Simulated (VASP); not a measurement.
# NaTiO3 (Pm-3m) in VASP: notebook, part 2 of 2

VASP 6.6.1. Earlier steps stand in the parts before.

### 4 Single point, LDA

This run uses another cell than the first one, of 11.41 Å³/atom, 1.091 times its volume.

INCAR

```
SYSTEM = NaTiO3
PREC = Accurate ; ENCUT = 520
EDIFF = 1E-6 ; ISMEAR = 1
SIGMA = 0.1 ; LREAL = .False.
LASPH = .True. ; NELM = 80
ALGO = Normal ; ISIF = 2
LWAVE = .False. ; LCHARG = .False.
GGA = CA ; NBANDS = 26
```

KPOINTS

```
Automatic mesh
0
Gamma
  6 6 6
  0 0 0
```

POSCAR

```
NaTiO3
1.0
    3.8495923051      0.0000000000      0.0000000000
    0.0000000000      3.8495923051      0.0000000000
    0.0000000000      0.0000000000      3.8495923051
Na Ti O
1 1 3
Direct
    0.0000000000      0.0000000000      0.0000000000
    0.5000000000      0.5000000000      0.5000000000
    0.5000000000      0.5000000000      0.0000000000
    0.5000000000      0.0000000000      0.5000000000
    0.0000000000      0.5000000000      0.5000000000
```

Potentials or basis: VASP PAW LDA potentials, release 64 (Na_pv, Ti_sv, O).

On the command line:

```
> cat potpaw_LDA.64/Na_pv/POTCAR potpaw_LDA.64/Ti_sv/POTCAR potpaw_LDA.64/O/POTCAR > POTCAR
> mpirun -np 1 vasp_std > vasp.out
```

OUTCAR:

```text
SYSTEM = NaTiO3
   PREC = Accurate
   ENCUT = 520
   EDIFF = 1E-6
   ISMEAR = 1
   LREAL = .False.
   LASPH = .True.
   NELM = 80
   ISIF = 2
   GGA = CA

 ion  position               nearest neighbor table
   1  0.000  0.000  0.000-
   2  0.500  0.500  0.500-   3 1.92   4 1.92   5 1.92   3 1.92   4 1.92   5 1.92
   3  0.500  0.500  0.000-   2 1.92   2 1.92
   4  0.500  0.000  0.500-   2 1.92   2 1.92
   5  0.000  0.500  0.500-   2 1.92   2 1.92

  LATTYP: Found a simple cubic cell.
[... 775 lines left out ...]
  --------------------------------------------------------------------------------------
  -------------------------------------------------------------------------------------
  Total       -1.5728375     -1.5728375     -1.5728375     -0.0000000     -0.0000000      0.0000000
  in kB      -44.1723217    -44.1723217    -44.1723217     -0.0000000     -0.0000000      0.0000000
  external PRESSURE =     -44.1723217 kB  Pullay stress =       0.0000000 kB

 VOLUME and BASIS-vectors are now :
 -----------------------------------------------------------------------------
  energy-cutoff  :      520.00
  volume of cell :       57.05
      direct lattice vectors                 reciprocal lattice vectors
     3.849592305  0.000000000  0.000000000     0.259767768  0.000000000  0.000000000
     0.000000000  3.849592305  0.000000000     0.000000000  0.259767768  0.000000000
     0.000000000  0.000000000  3.849592305     0.000000000  0.000000000  0.259767768

 POSITION                                       TOTAL-FORCE (eV/Angst)
 -----------------------------------------------------------------------------------
      0.00000      0.00000      0.00000         0.000000      0.000000      0.000000
      1.92480      1.92480      1.92480         0.000000      0.000000      0.000000
      1.92480      1.92480      0.00000         0.000000      0.000000      0.000000
      1.92480      0.00000      1.92480         0.000000      0.000000      0.000000
      0.00000      1.92480      1.92480         0.000000      0.000000      0.000000
 -----------------------------------------------------------------------------------
    total drift:                                0.000000      0.000000     -0.000000

  FREE ENERGIE OF THE ION-ELECTRON SYSTEM (eV)
  ---------------------------------------------------
  free  energy   TOTEN  =       -38.6091479467 eV

  energy  without entropy=      -38.6074345205  energy(sigma->0) =      -38.60857680
```

stdout:

```text
POSCAR found type information on POSCAR NaTiO
 POSCAR found :  3 types and       5 ions
 scaLAPACK will be used
 LDA part: xc-table for (Slater(with rela. corr.)+CA(PZ))
 , standard interpolation
 POSCAR, INCAR and KPOINTS ok, starting setup
 FFT: planning ... GRIDC
 FFT: planning ... GRID_SOFT
 FFT: planning ... GRID
 WAVECAR not read
 entering main loop
```

Wall time 17 s (1 thread of Intel Xeon Platinum 8488C (Sapphire Rapids), shared host); peak memory 0.16 GiB.

Results:

| Quantity | Value |
| --- | --- |
| Free energy | -38.6091 eV |
| Pressure | -4.4 GPa |

Caveat: an odd number of electrons without spin polarisation forces a metal; a magnetic or distorted state may lie lower; semilocal functionals often make such compounds metallic where correlation or magnetic order opens a gap, which also shifts bond lengths.

### 5 Single point, LDA

This run uses another cell than the first one, of 11.89 Å³/atom, 1.136 times its volume.

INCAR

```
SYSTEM = NaTiO3
ALGO     = Normal         ! electronic algorithm
EDIFF    = 1E-7           ! SCF threshold, eV
ENCUT    = 520            ! plane-wave cutoff, eV
ISIF     = 2              ! what is computed and relaxed
ISMEAR   = 1              ! smearing method
LASPH    = .TRUE.         ! aspherical terms in the spheres
LCHARG   = .FALSE.        ! write CHGCAR
LREAL    = .FALSE.        ! projectors in reciprocal space
LWAVE    = .FALSE.        ! write WAVECAR
NBANDS   = 26             ! bands
NELM     = 60             ! most SCF steps
PREC     = Accurate       ! precision mode
SIGMA    = 0.1            ! smearing width, eV
```

KPOINTS

```
k-points
0
G
  6 6 6
  0 0 0
```

Changes to POSCAR since step 4:

```diff
@@ -2,5 +2,5 @@
 1.0
-    3.8495923051      0.0000000000      0.0000000000
-    0.0000000000      3.8495923051      0.0000000000
-    0.0000000000      0.0000000000      3.8495923051
+    3.9023330000      0.0000000000      0.0000000000
+    0.0000000000      3.9023330000      0.0000000000
+    0.0000000000      0.0000000000      3.9023330000
 Na Ti O
```

On the command line:

```
> cat potpaw_LDA.64/Na_pv/POTCAR potpaw_LDA.64/Ti_sv/POTCAR potpaw_LDA.64/O/POTCAR > POTCAR
> mpirun -np 1 vasp_std > vasp.out
```

It took 21 s on 1 thread of Intel Xeon Platinum 8488C (Sapphire Rapids), shared host; peak memory 0.16 GiB.

It converged, with:

```
Free energy : -38.5014 eV
Pressure    : -10.3 GPa
```

Levels at points of the mesh, in eV from the Fermi level:
| k point | band 15 | band 16 | band 17 | band 18 | band 19 | band 20 | band 21 | band 22 | band 23 | band 24 |
| --- | --- | --- | --- | --- | --- | --- | --- | --- | --- | --- |
| (0.00, 0.00, 0.00) | -0.70 | -0.70 | -0.21 | -0.21 | -0.21 | 2.40 | 2.40 | 2.40 | 4.70 | 4.70 |
| (0.50, 0.00, 0.00) | -2.09 | -2.09 | -1.07 | -0.35 | -0.35 | 2.45 | 4.12 | 4.12 | 4.70 | 6.83 |
| (0.50, 0.50, 0.00) | -2.07 | -1.52 | -1.52 | -1.43 | 0.33 | 4.13 | 4.13 | 4.74 | 5.70 | 8.65 |
| (0.50, 0.50, 0.50) | -3.89 | -3.89 | 0.35 | 0.35 | 0.35 | 4.76 | 4.76 | 4.76 | 8.04 | 8.66 |

Caveat: an odd number of electrons without spin polarisation forces a metal; a magnetic or distorted state may lie lower; semilocal functionals often make such compounds metallic where correlation or magnetic order opens a gap, which also shifts bond lengths.

### 6 Summary

```tsv
cell	gap on the mesh (eV)	pressure (GPa)
a = 3.740 Å, 5 atoms	none	12.0
a = 3.795 Å, 5 atoms	none	2.9
a = 3.850 Å, 5 atoms	none	-4.4
a = 3.902 Å, 5 atoms	none	-10.3
```

Alike in all rows: task single point; level LDA; potentials or basis VASP PAW LDA potentials, release 64 (Na_pv, Ti_sv, O); no spin polarisation; k mesh 6 × 6 × 6; cutoff (eV) 520; smearing methfessel-paxton 0.1 eV.

Caveats: an odd number of electrons without spin polarisation forces a metal; a magnetic or distorted state may lie lower; semilocal functionals often make such compounds metallic where correlation or magnetic order opens a gap, which also shifts bond lengths.

Absolute energies hang on the potentials; compare differences alone.
